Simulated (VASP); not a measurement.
A run of VASP 6.6.1:

The input INCAR:

```
PREC     = Accurate       # precision mode
ENCUT    = 520            # plane-wave cutoff, eV
EDIFF    = 1E-7           # SCF threshold, eV
ISMEAR   = 0              # smearing method
SIGMA    = 0.01           # smearing width, eV
LREAL    = False          # projectors in reciprocal space
LASPH    = True           # aspherical terms in the spheres
NELM     = 80             # most SCF steps
ALGO     = Normal         # electronic algorithm
ISIF     = 2              # what is computed and relaxed
LWAVE    = False          # write WAVECAR
LCHARG   = False          # write CHGCAR
GGA      = PE             # functional
IVDW     = 12             # dispersion correction
NBANDS   = 44             # bands
```

The input KPOINTS:

```
regular mesh
0
Gamma
  4 4 4
```

Contents of POSCAR:

```
CO2
1.0
    5.7204090888      0.0000000000      0.0000000000
    0.0000000000      5.7204090888      0.0000000000
    0.0000000000      0.0000000000      5.7204090888
C O
4 8
Direct
    0.0000000000      0.0000000000      0.0000000000
    0.5000000000      0.0000000000      0.5000000000
    0.5000000000      0.5000000000      0.0000000000
    0.0000000000      0.5000000000      0.5000000000
    0.1179796502      0.1179796502      0.1179796502
    0.3820203498      0.8820203498      0.6179796502
    0.6179796502      0.3820203498      0.8820203498
    0.8820203498      0.6179796502      0.3820203498
    0.8820203498      0.8820203498      0.8820203498
    0.6179796502      0.1179796502      0.3820203498
    0.3820203498      0.6179796502      0.1179796502
    0.1179796502      0.3820203498      0.6179796502
```

Potentials or basis: VASP PAW PBE potentials, release 64 (C, O).

The run is started by

```bash
$ cat potpaw_PBE.64/C/POTCAR potpaw_PBE.64/O/POTCAR > POTCAR
$ mpirun -np 1 vasp_std > vasp.out
```

Hardware: 1 thread of Intel(R) Xeon(R) Platinum 8259CL CPU @ 2.50GHz (Skylake/Cascade Lake), on a shared host.

Problem. Estimate the wall time of this run.

Solution. Run time: 110 s on 1 thread of Intel(R) Xeon(R) Platinum 8259CL CPU @ 2.50GHz (Skylake/Cascade Lake), on a shared host, peak memory 0.33 GiB. Counts: scf iterations 14, k points 11.
